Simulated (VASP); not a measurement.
# Ag (P6_3/mmc) in VASP: notebook

Runs on Ag. Level: PBE. Tasks: single point.

Everything below comes from runs of VASP 6.6.1. Logs are shortened: lines on timing, memory, paths and dates and some standing lists are left out, and cuts for length are marked.

## 1. The cell of the first run

Symmetry: P6_3/mmc, No. 194, hexagonal system. The conventional cell has a = 2.978 Å, b = 2.978 Å, c = 4.869 Å, α = 90.00°, β = 90.00°, γ = 120.00°. Within 3.9 Å of Ag (site symmetry -6m2) lie 12 Ag at 2.98 Å.

This isn't the form of Ag at room conditions, which is fcc.

## 2. Single point, PBE (18.70 Å³/atom)

File INCAR:

```
SYSTEM = Ag
PREC = Accurate
ENCUT = 500
EDIFF = 1E-6
ISMEAR = -1
SIGMA = 0.03
LREAL = .FALSE.
LASPH = .TRUE.
NELM = 120
ALGO = Normal
ISIF = 2
LWAVE = .FALSE.
LCHARG = .FALSE.
GGA = PE
NBANDS = 18
GGA_COMPAT = .FALSE.
```

File KPOINTS:

```
regular mesh
0
G
  13 13 7
  0 0 0
```

File POSCAR:

```
Ag
1.0
    2.9780393744      0.0000000000      0.0000000000
   -1.4890196872      2.5790577517      0.0000000000
    0.0000000000      0.0000000000      4.8685385491
Ag
2
Direct
    0.3333333333      0.6666666667      0.2500000000
    0.6666666667      0.3333333333      0.7500000000
```

Potentials or basis: VASP PAW PBE potentials, release 64 (Ag).

Started as:

```bash
> cat potpaw_PBE.64/Ag/POTCAR > POTCAR
> mpirun -np 1 vasp_std > vasp.out
```

OUTCAR:

```text
SYSTEM = Ag
   PREC = Accurate
   ENCUT = 500
   EDIFF = 1E-6
   ISMEAR = -1
   LREAL = .FALSE.
   LASPH = .TRUE.
   NELM = 120
   ISIF = 2
   GGA = PE

 ion  position               nearest neighbor table
   1  0.333  0.667  0.250-   2 2.98   2 2.98   2 2.98   2 2.98   2 2.98   2 2.98
   2  0.667  0.333  0.750-   1 2.98   1 2.98   1 2.98   1 2.98   1 2.98   1 2.98

  LATTYP: Found a hexagonal cell.
 ALAT       =     2.9780393744
 C/A-ratio  =     1.6348133577

  Lattice vectors:

 A1 = (   2.9780393744,   0.0000000000,   0.0000000000)
 A2 = (  -1.4890196872,   2.5790577517,   0.0000000000)
 A3 = (   0.0000000000,   0.0000000000,   4.8685385491)

Analysis of symmetry for initial positions (statically):
=====================================================================
 Subroutine PRICEL returns:
 Original cell was already a primitive cell.

 Routine SETGRP: Setting up the symmetry group for a
 hexagonal supercell.

 Subroutine GETGRP returns: Found 24 space group operations
 (whereof 12 operations were pure point group operations)
 out of a pool of 24 trial point group operations.

The static configuration has the point symmetry D_3d.
 The point group associated with its full space group is D_6h.

Analysis of symmetry for dynamics (positions and initial velocities):
=====================================================================
 Subroutine PRICEL returns:
 Original cell was already a primitive cell.

 Routine SETGRP: Setting up the symmetry group for a
 hexagonal supercell.

 Subroutine GETGRP returns: Found 24 space group operations
 (whereof 12 operations were pure point group operations)
 out of a pool of 24 trial point group operations.

The dynamic configuration has the point symmetry D_3d.
 The point group associated with its full space group is D_6h.

 Subroutine INISYM returns: Found 24 space group operations
 (whereof 12 operations are pure point group operations),
 and found     1 'primitive' translations

----------------------------------------------------------------------------------------

                                     Primitive cell

  volume of cell :      37.3930

[... 75 lines left out ...]
   ions per type =               2
   NGX,Y,Z   is equivalent  to a cutoff of  13.40, 13.40, 12.29 a.u.
   NGXF,Y,Z  is equivalent  to a cutoff of  26.80, 26.80, 24.59 a.u.
 SYSTEM =  Ag
   PREC   = accura    normal or accurate (medium, high low for compatibility)
   ISTART =      0    job   : 0-new  1-cont  2-samecut
   ICHARG =      2    charge: 1-file 2-atom 10-const
   ISPIN  =      1    spin polarized calculation?
   LNONCOLLINEAR =      F non collinear calculations
   LSORBIT =      F    spin-orbit coupling
   LASPH  =      T    aspherical Exc in radial PAW
   ENCUT  =  500.0 eV  36.75 Ry    6.06 a.u.   5.43  5.43  8.88*2*pi/ulx,y,z
   NELM   =    120;   NELMIN=  2; NELMDL= -5     # of ELM steps
   EDIFF  = 0.1E-05   stopping-criterion for ELM
   LREAL  =      F    real-space projection
   EDIFFG = 0.1E-04   stopping-criterion for IOM
   NSW    =      0    number of steps for IOM
   IBRION =     -1    ionic relax: 0-MD 1-quasi-New 2-CG
   NFREE  =      0    steps in history (QN), initial steepest desc. (CG)
   ISIF   =      2    stress and relaxation
   ISYM   =      2    0-nonsym 1-usesym 2-fastsym
   POTIM  = 0.5000    time-step for ionic-motion
   TEBEG  =    0.0;   TEEND  =   0.0 temperature during run
   PSTRESS=    0.0 pullay stress
   NELECT =      22.0000    total number of electrons
   NUPDOWN=      -1.0000    fix difference up-down
   EMIN   =  10.00;   EMAX   =-10.00  energy-range for DOS
   EFERMI =   0.00;   METHOD = LEGACY
   ISMEAR =    -1;   SIGMA  =   0.03  broadening in eV -4-tet -1-fermi 0-gaus
   EFERMI_NEDOS =   21; number of points for ismear=-14 and -15
   IALGO  =     38    algorithm
   IMIX   =      4    mixing-type and parameters
     AMIX     =   0.40;   BMIX     =  1.00
     AMIX_MAG =   1.60;   BMIX_MAG =  1.00
  volume/ion in A,a.u.               =      18.70       126.17
  Fermi-wavevector in a.u.,A,eV,Ry     =   1.371784  2.592296 25.603320  1.881791
  Thomas-Fermi vector in A             =   2.497450
   LORBIT       =      0    0 simple, 1 ext, 2 COOP (PROOUT), +10 PAW based schemes
   GGA     = PE    functional components
   LHFCALC =     F    Hartree Fock is set to
   AEXX    =    0.0000 exact exchange contribution
   IVDW    =     0    specifies the selected vdW correction
   LEPSILON=     F    determine dielectric tensor
   LRPA    =     F    only Hartree local field effects (RPA)
 non-spin polarized calculation
  energy-cutoff  :      500.00
  volume of cell :       37.39
 maximum number of plane-waves:       968
 NGX is ok and might be reduce to    24
   NGX = 11   NGY = 11   NGZ = 17

 number of electron      21.9999990 magnetization

 Free energy of the ion-electron system (eV)
  ---------------------------------------------------
  ext. energy  EPLUGINS =         0.00000000
  ---------------------------------------------------
  free energy    TOTEN  =        -5.41226986 eV

  energy without entropy =       -5.41058313  energy(sigma->0) =       -5.41142650

 E-fermi :   7.2435     XC(G=0): -11.6677

 val. band max:        7.2362602958   @ k =   0.3846   0.0000   0.4286
 cond. band min:       7.2957253746   @ k =   0.1538   0.0000   0.1429
 fundamental gap:      0.0594650788
 Fermi energy:         7.2434873397

 k-point     1 :       0.0000    0.0000    0.0000
  band No.  band energies     occupation
      1       0.0979      2.00000
      2       1.3562      2.00000
      3       2.7106      2.00000
      4       2.7914      2.00000
      5       2.7914      2.00000
      6       2.9908      2.00000
[... 481 lines left out ...]
      5       2.8434      2.00000
      6       2.9842      2.00000
[... 10 lines left out ...]
     17      23.7190      0.00000
     18      24.2445      0.00000

 [... further k-points ...]
[... 5 lines left out ...]
  --------------------------------------------------------------------------------------
  -------------------------------------------------------------------------------------
  Total       -0.9914532     -0.9914532     -0.6351565      0.0000000      0.0000000      0.0000000
  in kB      -42.4807984    -42.4807984    -27.2145545      0.0000000      0.0000000      0.0000000
  external PRESSURE =     -37.3920505 kB  Pullay stress =       0.0000000 kB

 VOLUME and BASIS-vectors are now :
 -----------------------------------------------------------------------------
  energy-cutoff  :      500.00
  volume of cell :       37.39
      direct lattice vectors                 reciprocal lattice vectors
     2.978039374  0.000000000  0.000000000     0.335791396  0.193869253  0.000000000
    -1.489019687  2.579057752  0.000000000     0.000000000  0.387738506  0.000000000
     0.000000000  0.000000000  4.868538549     0.000000000  0.000000000  0.205400448

 POSITION                                       TOTAL-FORCE (eV/Angst)
 -----------------------------------------------------------------------------------
     -0.00000      1.71937      1.21713        -0.000000      0.000000      0.000000
      1.48902      0.85969      3.65140         0.000000      0.000000      0.000000
 -----------------------------------------------------------------------------------
    total drift:                                0.000000     -0.000000      0.000000

  FREE ENERGIE OF THE ION-ELECTRON SYSTEM (eV)
  ---------------------------------------------------
  free  energy   TOTEN  =        -5.4122698605 eV

  energy  without entropy=       -5.4105831321  energy(sigma->0) =       -5.41142650
```

OSZICAR:

```text
N       E                     dE             d eps       ncg     rms          rms(c)
DAV:   1     0.121443410387E+03    0.12144E+03   -0.11364E+04  3024   0.117E+03
DAV:   2    -0.388005397654E+01   -0.12532E+03   -0.11897E+03  3114   0.257E+02
DAV:   3    -0.585583919675E+01   -0.19758E+01   -0.19694E+01  3500   0.366E+01
DAV:   4    -0.586172027468E+01   -0.58811E-02   -0.58805E-02  3352   0.199E+00
DAV:   5    -0.586177108164E+01   -0.50807E-04   -0.50807E-04  3380   0.197E-01    0.581E+00
DAV:   6    -0.542608824693E+01    0.43568E+00   -0.11568E+00  3166   0.113E+01    0.395E+00
DAV:   7    -0.541642256615E+01    0.96657E-02   -0.11798E-02  3260   0.956E-01    0.232E+00
DAV:   8    -0.541224058174E+01    0.41820E-02   -0.11148E-03  3210   0.291E-01    0.863E-02
DAV:   9    -0.541225781904E+01   -0.17237E-04   -0.19343E-05  3478   0.315E-02    0.367E-02
DAV:  10    -0.541226990672E+01   -0.12088E-04   -0.80355E-06  3328   0.259E-02    0.182E-03
DAV:  11    -0.541226986048E+01    0.46241E-07   -0.10055E-07  1810   0.289E-03
   1 F= -.54122699E+01 E0= -.54114265E+01  d E =-.168673E-02
```

Wall time 12 s (1 thread of Intel Xeon 6975P-C (Granite Rapids), shared host); peak memory 0.18 GiB.

Results:

```yaml
Free_energy: -5.4123 eV
Pressure: -3.7 GPa
Band_gap_on_the_k_mesh: zero (bands 11 and 12 overlap by 6.12 eV)
```

Stress tensor (GPa, compression positive):
```
-4.25  0.00  0.00
 0.00 -4.25  0.00
 0.00  0.00 -2.72
```

Caveat: the cell stands under tension.

## 3. Single point, PBE (17.36 Å³/atom)

This run uses another cell than the first one, of 17.36 Å³/atom.

File INCAR:

```
SYSTEM = Ag
PREC     = Accurate       ! precision mode
ENCUT    = 520            ! plane-wave cutoff, eV
EDIFF    = 1E-7           ! SCF threshold, eV
ISMEAR   = -1             ! smearing method
SIGMA    = 0.03           ! smearing width, eV
LREAL    = .False.        ! projectors in reciprocal space
LASPH    = .True.         ! aspherical terms in the spheres
NELM     = 80             ! most SCF steps
ALGO     = Normal         ! electronic algorithm
ISIF     = 2              ! what is computed and relaxed
LWAVE    = .False.        ! write WAVECAR
LCHARG   = .True.         ! write CHGCAR
GGA      = PE             ! functional
LELF     = .True.         ! ELF
LVHAR    = .True.       
NBANDS   = 18             ! bands
```

File KPOINTS:

```
regular mesh
0
Gamma
  13 13 7
  0 0 0
```

File POSCAR:

```
Ag
1.0
    2.9053750837      0.0000000000      0.0000000000
   -1.4526875418      2.5161286300      0.0000000000
    0.0000000000      0.0000000000      4.7497459960
Ag
2
Direct
    0.3333333333      0.6666666667      0.2500000000
    0.6666666667      0.3333333333      0.7500000000
```

Potentials or basis: VASP PAW PBE potentials, release 64 (Ag).

Started as:

```bash
> cat potpaw_PBE.64/Ag/POTCAR > POTCAR
> mpirun -np 1 vasp_std > vasp.out
```

Wall time 50 s (1 thread of Intel Xeon 8259CL, shared host); peak memory 0.18 GiB.

It converged, with:

```
Free energy            : -5.4250 eV
Pressure               : 2.6 GPa
Band gap on the k mesh : zero (bands 11 and 12 overlap by 6.37 eV)
```

Stress tensor (GPa, compression positive):
```
2.02 0.00 0.00
0.00 2.02 0.00
0.00 0.00 3.78
```

Levels at points of the mesh, in eV from the Fermi level:
```
           k point  band 7  band 8  band 9  band 10  band 11  band 12  band 13  band 14  band 15  band 16
(0.00, 0.00, 0.00)   -4.48   -4.13   -4.13    -3.15    -3.15    -0.40     3.43    15.56    17.45    17.75
```

## 4. Single point, PBE

This run uses another cell than the first one, of 17.81 Å³/atom.

Edit INCAR of step 3 so:

```diff
@@ -3,3 +3,3 @@
 ENCUT    = 520            ! plane-wave cutoff, eV
-EDIFF    = 1E-7           ! SCF threshold, eV
+EDIFF    = 1E-6           ! SCF threshold, eV
 ISMEAR   = -1             ! smearing method
@@ -8,3 +8,3 @@
 LASPH    = .True.         ! aspherical terms in the spheres
-NELM     = 80             ! most SCF steps
+NELM     = 100            ! most SCF steps
 ALGO     = Normal         ! electronic algorithm
```

File KPOINTS:

```
regular mesh
0
Gamma
  4 4 2
  0 0 0
```

File POSCAR:

```
Ag
1.0
    2.9299980804      0.0000000000      0.0000000000
   -1.4649990402      2.5374527707      0.0000000000
    0.0000000000      0.0000000000      4.7900000000
Ag
2
Direct
    0.3333333333      0.6666666667      0.2500000000
    0.6666666667      0.3333333333      0.7500000000
```

Started as:

```bash
> cat potpaw_PBE.64/Ag/POTCAR > POTCAR
> mpirun -np 1 vasp_std > vasp.out
```

Run time: 7.7 s. Hardware: 1 thread of Intel Xeon 8259CL, shared host; peak memory 0.15 GiB.

Results (log left out):

| Property | Result |
| --- | --- |
| Free energy | -5.3019 eV |
| Pressure | 0.5 GPa |
| Band gap on the k mesh | zero (bands 11 and 12 overlap by 4.30 eV) |

Stress tensor (GPa, compression positive):
```
 1.79  0.00  0.00
 0.00  1.79  0.00
 0.00  0.00 -2.07
```

Levels at points of the mesh, in eV from the Fermi level:
```
           k point  band 8  band 9  band 10  band 11  band 12  band 13  band 14  band 15
(0.00, 0.00, 0.00)   -4.78   -4.78    -3.84    -3.84    -1.05     2.59    14.77    16.62
(0.50, 0.00, 0.00)   -3.73   -3.67    -3.60    -0.64     0.69     5.93     6.20     8.25
(0.00, 0.00, 0.50)   -5.15   -4.14    -4.14    -4.14    -4.14    10.04    10.04    15.12
(0.50, 0.00, 0.50)   -3.88   -3.65    -3.65     0.05     0.05     3.58     3.58    12.52
```

Caveat: the k points lie up to 0.66 Å⁻¹ apart, too coarse for converged energies and pressures of a metal.

[end of part 1 of 2]
